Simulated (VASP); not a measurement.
# Be3Fe (Pm-3m) in VASP: notebook

Be3Fe is run at these levels: LDA; tasks: single point.

All numbers are computed with VASP 6.6.1; they aren't measurements. Logs are shortened: lines on timing, memory, paths and dates and some standing lists are left out, and cuts for length are marked.

## (1) The cell of the first run

It takes space group Pm-3m (No. 221, cubic). Conventional cell: a = 3.239 Å, b = 3.239 Å, c = 3.239 Å, α = 90.00°, β = 90.00°, γ = 90.00°. Be (site symmetry 4/mmm) has 8 Be at 2.29 Å and 4 Fe at 2.29 Å within 3.0 Å. Within 3.0 Å of Fe (site symmetry m-3m) lie 12 Be at 2.29 Å.

## (2) Single point, LDA, collinear spin, zero start

INCAR reads:

```
SYSTEM = Be3Fe
PREC = Accurate
ENCUT = 520
EDIFF = 1E-6
ISMEAR = 1
SIGMA = 0.15
LREAL = .False.
LASPH = .True.
NELM = 150
ALGO = Normal
ISIF = 2
LWAVE = .False.
LCHARG = .True.
ISPIN = 2
MAGMOM = 0 0 0 0
LORBIT = 11
NUPDOWN = 0.0
LMAXMIX = 4
LELF = .True.
LVHAR = .True.
NBANDS = 19
```

KPOINTS reads:

```
regular mesh
0
Gamma
  9 9 9
  0 0 0
```

POSCAR reads:

```
Be3Fe
1.0
    3.2390011100      0.0000000000      0.0000000000
    0.0000000000      3.2390011100      0.0000000000
    0.0000000000      0.0000000000      3.2390011100
Be Fe
3 1
Direct
    0.0000000000      0.5000000000      0.5000000000
    0.5000000000      0.0000000000      0.5000000000
    0.5000000000      0.5000000000      0.0000000000
    0.0000000000      0.0000000000      0.0000000000
```

Potentials or basis: VASP PAW LDA potentials, release 64 (Be, Fe).

Command:

```bash
> cat potpaw_LDA.64/Be/POTCAR potpaw_LDA.64/Fe/POTCAR > POTCAR
> mpirun -np 1 vasp_std > vasp.out
```

OUTCAR:

```text
SYSTEM = Be3Fe
   PREC = Accurate
   ENCUT = 520
   EDIFF = 1E-6
   ISMEAR = 1
   LREAL = .False.
   LASPH = .True.
   NELM = 150
   ISIF = 2
   ISPIN = 2
   LORBIT = 11
   NUPDOWN = 0.0

 ion  position               nearest neighbor table
   1  0.000  0.500  0.500-   2 2.29   3 2.29   4 2.29   3 2.29   4 2.29   2 2.29   4 2.29   4 2.29
                             2 2.29   3 2.29   3 2.29   2 2.29
   2  0.500  0.000  0.500-   1 2.29   3 2.29   4 2.29   3 2.29   4 2.29   1 2.29   3 2.29   3 2.29
                             1 2.29   4 2.29   4 2.29   1 2.29
   3  0.500  0.500  0.000-   1 2.29   2 2.29   4 2.29   1 2.29   2 2.29   2 2.29   4 2.29   2 2.29
                             1 2.29   4 2.29   1 2.29   4 2.29
   4  0.000  0.000  0.000-   1 2.29   2 2.29   3 2.29   1 2.29   2 2.29   1 2.29   3 2.29   1 2.29
                             2 2.29   3 2.29   2 2.29   3 2.29

  LATTYP: Found a simple cubic cell.
 ALAT       =     3.2390011100

  Lattice vectors:

 A1 = (   3.2390011100,   0.0000000000,   0.0000000000)
 A2 = (   0.0000000000,   3.2390011100,   0.0000000000)
 A3 = (   0.0000000000,   0.0000000000,   3.2390011100)

Analysis of symmetry for initial positions (statically):
=====================================================================
 Subroutine PRICEL returns:
 Original cell was already a primitive cell.

 Routine SETGRP: Setting up the symmetry group for a
 simple cubic supercell.

 Subroutine GETGRP returns: Found 48 space group operations
 (whereof 48 operations were pure point group operations)
 out of a pool of 48 trial point group operations.

The static configuration has the point symmetry O_h .

Analysis of symmetry for dynamics (positions and initial velocities):
=====================================================================
 Subroutine PRICEL returns:
 Original cell was already a primitive cell.

 Routine SETGRP: Setting up the symmetry group for a
 simple cubic supercell.

 Subroutine GETGRP returns: Found 48 space group operations
 (whereof 48 operations were pure point group operations)
 out of a pool of 48 trial point group operations.

The dynamic configuration has the point symmetry O_h .

Analysis of structural, dynamic, and magnetic symmetry:
=====================================================================
 Subroutine PRICEL returns:
 Original cell was already a primitive cell.

 Routine SETGRP: Setting up the symmetry group for a
 simple cubic supercell.

 Subroutine GETGRP returns: Found 48 space group operations
 (whereof 48 operations were pure point group operations)
 out of a pool of 48 trial point group operations.

The overall configuration has the point symmetry O_h .

 Subroutine INISYM returns: Found 48 space group operations
 (whereof 48 operations are pure point group operations),
 and found     1 'primitive' translations

----------------------------------------------------------------------------------------

                                     Primitive cell

  volume of cell :      33.9808

  direct lattice vectors                    reciprocal lattice vectors
     3.239001110  0.000000000  0.000000000     0.308737159  0.000000000  0.000000000
     0.000000000  3.239001110  0.000000000     0.000000000  0.308737159  0.000000000
     0.000000000  0.000000000  3.239001110     0.000000000  0.000000000  0.308737159

  length of vectors
     3.239001110  3.239001110  3.239001110     0.308737159  0.308737159  0.308737159

  position of ions in fractional coordinates (direct lattice)
     0.000000000  0.500000000  0.500000000
     0.500000000  0.000000000  0.500000000
     0.500000000  0.500000000  0.000000000
     0.000000000  0.000000000  0.000000000

  ion indices of the primitive-cell ions
   primitive index   ion index
                 1           1
                 2           2
                 3           3
                 4           4

----------------------------------------------------------------------------------------

 KPOINTS: regular mesh

Automatic generation of k-mesh.
 Grid dimensions read from file:
 generate k-points for:    9    9    9

 Generating k-lattice:

  Cartesian coordinates                     Fractional coordinates (reciprocal lattice)
     0.034304129  0.000000000  0.000000000     0.111111111  0.000000000  0.000000000
     0.000000000  0.034304129  0.000000000     0.000000000  0.111111111  0.000000000
     0.000000000  0.000000000  0.034304129     0.000000000  0.000000000  0.111111111

  Length of vectors
     0.034304129  0.034304129  0.034304129

  Shift w.r.t. Gamma in fractional coordinates (k-lattice)
     0.000000000  0.000000000  0.000000000

 Subroutine IBZKPT returns following result:
 ===========================================

 Found     35 irreducible k-points:

 Following reciprocal coordinates:
            Coordinates               Weight
  0.000000  0.000000  0.000000      1.000000
  0.111111  0.000000  0.000000      6.000000
  0.222222  0.000000  0.000000      6.000000
  0.333333  0.000000  0.000000      6.000000
  0.444444  0.000000  0.000000      6.000000
  0.111111  0.111111  0.000000     12.000000
[... 16 lines left out ...]
  0.333333  0.333333  0.111111     24.000000
  0.444444  0.333333  0.111111     48.000000
 [... further k-points ...]
   k-points           NKPTS =     35   k-points in BZ     NKDIM =     35   number of bands    NBANDS=     19
   number of dos      NEDOS =    301   number of ions     NIONS =      4
   total plane-waves  NPLWV =  13824
   dimension x,y,z NGX =    24 NGY =   24 NGZ =   24
   dimension x,y,z NGXF=    48 NGYF=   48 NGZF=   48
   ions per type =               3   1
   NGX,Y,Z   is equivalent  to a cutoff of  12.32, 12.32, 12.32 a.u.
   NGXF,Y,Z  is equivalent  to a cutoff of  24.64, 24.64, 24.64 a.u.
 SYSTEM =  Be3Fe
   PREC   = accura    normal or accurate (medium, high low for compatibility)
   ISTART =      0    job   : 0-new  1-cont  2-samecut
   ICHARG =      2    charge: 1-file 2-atom 10-const
   ISPIN  =      2    spin polarized calculation?
   LNONCOLLINEAR =      F non collinear calculations
   LSORBIT =      F    spin-orbit coupling
   LASPH  =      T    aspherical Exc in radial PAW
   ENCUT  =  520.0 eV  38.22 Ry    6.18 a.u.   6.02  6.02  6.02*2*pi/ulx,y,z
   NELM   =    150;   NELMIN=  2; NELMDL= -5     # of ELM steps
   EDIFF  = 0.1E-05   stopping-criterion for ELM
   LREAL  =      F    real-space projection
   EDIFFG = 0.1E-04   stopping-criterion for IOM
   NSW    =      0    number of steps for IOM
   IBRION =     -1    ionic relax: 0-MD 1-quasi-New 2-CG
   NFREE  =      0    steps in history (QN), initial steepest desc. (CG)
   ISIF   =      2    stress and relaxation
   ISYM   =      2    0-nonsym 1-usesym 2-fastsym
   POTIM  = 0.5000    time-step for ionic-motion
   TEBEG  =    0.0;   TEEND  =   0.0 temperature during run
   PSTRESS=    0.0 pullay stress
   NELECT =      14.0000    total number of electrons
   NUPDOWN=       0.0000    fix difference up-down
   EMIN   =  10.00;   EMAX   =-10.00  energy-range for DOS
   EFERMI =   0.00;   METHOD = LEGACY
   ISMEAR =     1;   SIGMA  =   0.15  broadening in eV -4-tet -1-fermi 0-gaus
   EFERMI_NEDOS =   21; number of points for ismear=-14 and -15
   IALGO  =     38    algorithm
   IMIX   =      4    mixing-type and parameters
     AMIX     =   0.40;   BMIX     =  1.00
     AMIX_MAG =   1.60;   BMIX_MAG =  1.00
  volume/ion in A,a.u.               =       8.50        57.33
  Fermi-wavevector in a.u.,A,eV,Ry     =   1.218166  2.302000 20.190066  1.483928
  Thomas-Fermi vector in A             =   2.353462
   LORBIT       =     11    0 simple, 1 ext, 2 COOP (PROOUT), +10 PAW based schemes
   GGA     = CA    functional components
   LHFCALC =     F    Hartree Fock is set to
   AEXX    =    0.0000 exact exchange contribution
   IVDW    =     0    specifies the selected vdW correction
   LEPSILON=     F    determine dielectric tensor
   LRPA    =     F    only Hartree local field effects (RPA)
 spin polarized calculation
 Methfessel and Paxton  Order N= 1 SIGMA  =   0.15
  energy-cutoff  :      520.00
  volume of cell :       33.98
 maximum number of plane-waves:       931
   NGX = 13   NGY = 13   NGZ = 13

 number of electron      14.0000001 magnetization       0.0000000

 number of electron      14.0000001 magnetization      -0.0000000

 Free energy of the ion-electron system (eV)
  ---------------------------------------------------
  ext. energy  EPLUGINS =         0.00000000
  ---------------------------------------------------
  free energy    TOTEN  =       -22.62059373 eV

  energy without entropy =      -22.62131471  energy(sigma->0) =      -22.62083406

 E-fermi :   6.2353     XC(G=0): -11.6352

 val. band max:        6.2298465917   @ k =   0.2222   0.2222   0.0000
 cond. band min:       6.2368913792   @ k =   0.4444   0.3333   0.3333
 fundamental gap:      0.0070447876
 Fermi energy:         6.2352730054

 spin component 1

 k-point     1 :       0.0000    0.0000    0.0000
  band No.  band energies     occupation
      1      -3.7980      1.00000
      2       3.8036      1.00000
      3       3.8036      1.00000
      4       5.5348      1.00000
      5       5.5348      1.00000
      6       5.5348      1.00000
[... 505 lines left out ...]
      6       4.5740      1.00000
[... 11 lines left out ...]
     18      21.9339      0.00000
     19      23.8134      0.00000

 [... further k-points ...]

 spin component 2

 k-point     1 :       0.0000    0.0000    0.0000
  band No.  band energies     occupation
      1      -3.7980      1.00000
      2       3.8036      1.00000
      3       3.8036      1.00000
      4       5.5348      1.00000
      5       5.5348      1.00000
      6       5.5348      1.00000
[... 505 lines left out ...]
      6       4.5740      1.00000
[... 11 lines left out ...]
     18      21.9339      0.00000
     19      23.8134      0.00000

 [... further k-points ...]
[... 5 lines left out ...]
  --------------------------------------------------------------------------------------
  -------------------------------------------------------------------------------------
  Total       -2.3786921     -2.3786921     -2.3786921     -0.0000000     -0.0000000      0.0000000
  in kB     -112.1541939   -112.1541939   -112.1541939     -0.0000000     -0.0000000      0.0000000
  external PRESSURE =    -112.1541939 kB  Pullay stress =       0.0000000 kB

 VOLUME and BASIS-vectors are now :
 -----------------------------------------------------------------------------
  energy-cutoff  :      520.00
  volume of cell :       33.98
      direct lattice vectors                 reciprocal lattice vectors
     3.239001110  0.000000000  0.000000000     0.308737159  0.000000000  0.000000000
     0.000000000  3.239001110  0.000000000     0.000000000  0.308737159  0.000000000
     0.000000000  0.000000000  3.239001110     0.000000000  0.000000000  0.308737159

 POSITION                                       TOTAL-FORCE (eV/Angst)
 -----------------------------------------------------------------------------------
      0.00000      1.61950      1.61950         0.000000      0.000000      0.000000
      1.61950      0.00000      1.61950         0.000000      0.000000      0.000000
      1.61950      1.61950      0.00000         0.000000      0.000000      0.000000
      0.00000      0.00000      0.00000         0.000000      0.000000      0.000000
 -----------------------------------------------------------------------------------
    total drift:                                0.000000      0.000000      0.000000

  FREE ENERGIE OF THE ION-ELECTRON SYSTEM (eV)
  ---------------------------------------------------
  free  energy   TOTEN  =       -22.6205937304 eV

  energy  without entropy=      -22.6213147139  energy(sigma->0) =      -22.62083406

 total charge

# of ion       s       p       d       tot
------------------------------------------
    1        0.441   0.723   0.000   1.164
    2        0.441   0.723   0.000   1.164
    3        0.441   0.723   0.000   1.164
    4        0.455   0.562   6.541   7.559
--------------------------------------------------
tot          1.777   2.731   6.541  11.050

 magnetization (x)

# of ion       s       p       d       tot
------------------------------------------
    1       -0.000   0.000   0.000  -0.000
    2       -0.000   0.000   0.000  -0.000
    3       -0.000   0.000   0.000  -0.000
    4        0.000   0.000  -0.000   0.000
--------------------------------------------------
tot         -0.000   0.000  -0.000  -0.000
```

Wall time 23 s (1 thread of Intel Xeon Platinum 8259CL at 2.50GHz (Skylake/Cascade Lake), shared host); peak memory 0.15 GiB.

What came out:

| Property | Result |
| --- | --- |
| Free energy | -22.6206 eV |
| Pressure | -11.2 GPa |
| Net moment | 0.00 μB per cell |
| Valence electrons inside the program's atomic spheres | Be 1.16; Fe 7.56 |

Caveat: the total moment is fixed, so each spin has its own Fermi level.

## (3) Single point, LDA, collinear spin, ferrimagnetic start

INCAR reads:

```
SYSTEM = Be3Fe
  ALGO = Normal
  EDIFF = 1E-6
  ENCUT = 520
  GGA = CA
  ISIF = 2
  ISMEAR = 1
  ISPIN = 2
  LASPH = .True.
  LCHARG = .False.
  LMAXMIX = 4
  LORBIT = 11
  LREAL = .False.
  LWAVE = .False.
  MAGMOM = -0.02 -0.02 -0.02 0.95
  NBANDS = 19
  NELM = 150
  NUPDOWN = 0.8
  PREC = Accurate
  SIGMA = 0.15
```

KPOINTS reads:

```
k-points
0
Gamma
  9 9 9
  0 0 0
```

POSCAR is that of step 2.

Potentials or basis: VASP PAW LDA potentials, release 64 (Be, Fe).

Command:

```bash
> cat potpaw_LDA.64/Be/POTCAR potpaw_LDA.64/Fe/POTCAR > POTCAR
> mpirun -np 1 vasp_std > vasp.out
```

Wall time 23 s (1 thread of Intel Xeon Platinum 8259CL at 2.50GHz (Skylake/Cascade Lake), shared host); peak memory 0.15 GiB.

The run converged. Its results:

| Item | Value |
| --- | --- |
| Free energy | -22.6558 eV |
| Pressure | -10.2 GPa |
| Net moment | 0.80 μB per cell |
| Site moments | Be -0.02; Fe +0.86 μB |
| Valence electrons inside the program's atomic spheres | Be 1.17; Fe 7.54 |

Caveat: the total moment is fixed, so each spin has its own Fermi level.

## (4) Single point, LDA, collinear spin, ferromagnetic start

INCAR reads:

```
PREC = Accurate
ENCUT = 520
EDIFF = 1E-6
ISMEAR = 1
SIGMA = 0.15
LREAL = F
LASPH = T
NELM = 150
ALGO = Normal
ISIF = 2
LWAVE = F
LCHARG = F
ISPIN = 2
MAGMOM = 0 0 0 1.75
LORBIT = 11
NUPDOWN = 1.7
LMAXMIX = 4
NBANDS = 19
```

KPOINTS reads:

```
regular mesh
0
Gamma
  9 9 9
```

POSCAR is that of step 3.

Command:

```bash
> cat potpaw_LDA.64/Be/POTCAR potpaw_LDA.64/Fe/POTCAR > POTCAR
> mpirun -np 1 vasp_std > vasp.out
```

It took 22 s on 1 thread of Intel Xeon Platinum 8259CL at 2.50GHz (Skylake/Cascade Lake), shared host; peak memory 0.15 GiB.

The run converged. Its results:

```yaml
Free_energy: -22.6677 eV
Pressure: -7.7 GPa
Net_moment: 1.70 μB per cell
Site_moments: Be +0.00; Fe +1.63 μB
Valence_electrons_inside_the_program's_atomic_spheres: Be 1.17; Fe 7.52
```

Caveat: the total moment is fixed, so each spin has its own Fermi level.

## (5) Single point, LDA, collinear spin, ferromagnetic start

INCAR reads:

```
SYSTEM = Be3Fe
ALGO = Normal ; EDIFF = 1E-7
ENCUT = 520 ; ISIF = 2
ISMEAR = 1 ; ISPIN = 2
LASPH = .True. ; LCHARG = .False.
LMAXMIX = 4 ; LORBIT = 11
LREAL = .False. ; LWAVE = .False.
MAGMOM = 0.05 0.05 0.05 2.33 ; NBANDS = 19
NELM = 150 ; NUPDOWN = 2.5
PREC = Accurate ; SIGMA = 0.15
```

KPOINTS reads:

```
k-points
0
Gamma
  9 9 9
  0 0 0
```

POSCAR is that of step 4.

Potentials or basis: VASP PAW LDA potentials, release 64 (Be, Fe).

Command:

```bash
> cat potpaw_LDA.64/Be/POTCAR potpaw_LDA.64/Fe/POTCAR > POTCAR
> mpirun -np 1 vasp_std > vasp.out
```

OUTCAR:

```text
SYSTEM = Be3Fe
   EDIFF = 1E-7
   ENCUT = 520
   ISIF = 2
   ISMEAR = 1
   ISPIN = 2
   LASPH = .True.
   LORBIT = 11
   LREAL = .False.
   NELM = 150
   NUPDOWN = 2.5
   PREC = Accurate

 ion  position               nearest neighbor table
   1  0.000  0.500  0.500-   2 2.29   3 2.29   4 2.29   3 2.29   4 2.29   2 2.29   4 2.29   4 2.29
                             2 2.29   3 2.29   3 2.29   2 2.29
   2  0.500  0.000  0.500-   1 2.29   3 2.29   4 2.29   3 2.29   4 2.29   1 2.29   3 2.29   3 2.29
                             1 2.29   4 2.29   4 2.29   1 2.29
   3  0.500  0.500  0.000-   1 2.29   2 2.29   4 2.29   1 2.29   2 2.29   2 2.29   4 2.29   2 2.29
[... 1292 lines left out ...]
     0.000000000  3.239001110  0.000000000     0.000000000  0.308737159  0.000000000
     0.000000000  0.000000000  3.239001110     0.000000000  0.000000000  0.308737159

 POSITION                                       TOTAL-FORCE (eV/Angst)
 -----------------------------------------------------------------------------------
      0.00000      1.61950      1.61950         0.000000      0.000000      0.000000
      1.61950      0.00000      1.61950         0.000000      0.000000      0.000000
      1.61950      1.61950      0.00000         0.000000      0.000000      0.000000
      0.00000      0.00000      0.00000         0.000000      0.000000      0.000000
 -----------------------------------------------------------------------------------
    total drift:                                0.000000      0.000000      0.000000

  FREE ENERGIE OF THE ION-ELECTRON SYSTEM (eV)
  ---------------------------------------------------
  free  energy   TOTEN  =       -22.3081829358 eV

  energy  without entropy=      -22.3082854046  energy(sigma->0) =      -22.30821709

 total charge

# of ion       s       p       d       tot
------------------------------------------
    1        0.438   0.739   0.000   1.177
    2        0.438   0.739   0.000   1.177
    3        0.438   0.739   0.000   1.177
    4        0.481   0.625   6.379   7.486
--------------------------------------------------
tot          1.796   2.843   6.379  11.017

 magnetization (x)

# of ion       s       p       d       tot
------------------------------------------
    1       -0.005   0.046   0.000   0.040
    2       -0.005   0.046   0.000   0.040
    3       -0.005   0.046   0.000   0.040
    4        0.044   0.062   2.090   2.196
--------------------------------------------------
tot          0.028   0.199   2.090   2.316
```

OSZICAR:

```text
N       E                     dE             d eps       ncg     rms          rms(c)
DAV:   1     0.407989638795E+02    0.40799E+02   -0.57692E+03  2732   0.729E+02
DAV:   2    -0.239910447344E+02   -0.64790E+02   -0.55906E+02  2771   0.161E+02
DAV:   3    -0.269444771253E+02   -0.29534E+01   -0.27874E+01  3295   0.367E+01
DAV:   4    -0.269750052258E+02   -0.30528E-01   -0.30420E-01  3150   0.328E+00
DAV:   5    -0.269751852815E+02   -0.18006E-03   -0.18005E-03  3029   0.288E-01    0.206E+01
DAV:   6    -0.361387857784E+02   -0.91636E+01   -0.72727E+01  3017   0.127E+02    0.459E+01
DAV:   7    -0.221661796728E+02    0.13973E+02   -0.64035E+01  3277   0.894E+01    0.705E+00
DAV:   8    -0.223377838919E+02   -0.17160E+00   -0.83880E-01  3266   0.673E+00    0.319E+00
DAV:   9    -0.223198124835E+02    0.17971E-01   -0.22318E-02  3601   0.232E+00    0.237E+00
DAV:  10    -0.223093912419E+02    0.10421E-01   -0.15678E-02  3779   0.207E+00    0.912E-01
DAV:  11    -0.223085622698E+02    0.82897E-03   -0.28570E-03  3433   0.666E-01    0.529E-01
DAV:  12    -0.223081563414E+02    0.40593E-03   -0.46347E-04  3340   0.371E-01    0.248E-01
DAV:  13    -0.223081754277E+02   -0.19086E-04   -0.51769E-05  3927   0.939E-02    0.109E-01
DAV:  14    -0.223081862041E+02   -0.10776E-04   -0.12346E-05  3342   0.611E-02    0.183E-02
DAV:  15    -0.223081829549E+02    0.32492E-05   -0.32374E-06  3803   0.241E-02    0.193E-03
DAV:  16    -0.223081829358E+02    0.19089E-07   -0.12501E-07  1814   0.241E-03
   1 F= -.22308183E+02 E0= -.22308217E+02  d E =0.102469E-03  mag=     2.5000
```

Run time: 22 s. Hardware: 1 thread of Intel Xeon Platinum 8259CL at 2.50GHz (Skylake/Cascade Lake), shared host; peak memory 0.15 GiB.

What came out:

| Property | Result |
| --- | --- |
| Free energy | -22.3082 eV |
| Pressure | -3.2 GPa |
| Net moment | 2.50 μB per cell |
| Site moments | Be +0.04; Fe +2.20 μB |
| Valence electrons inside the program's atomic spheres | Be 1.18; Fe 7.49 |

Caveat: the total moment is fixed, so each spin has its own Fermi level.

[end of part 1 of 2]
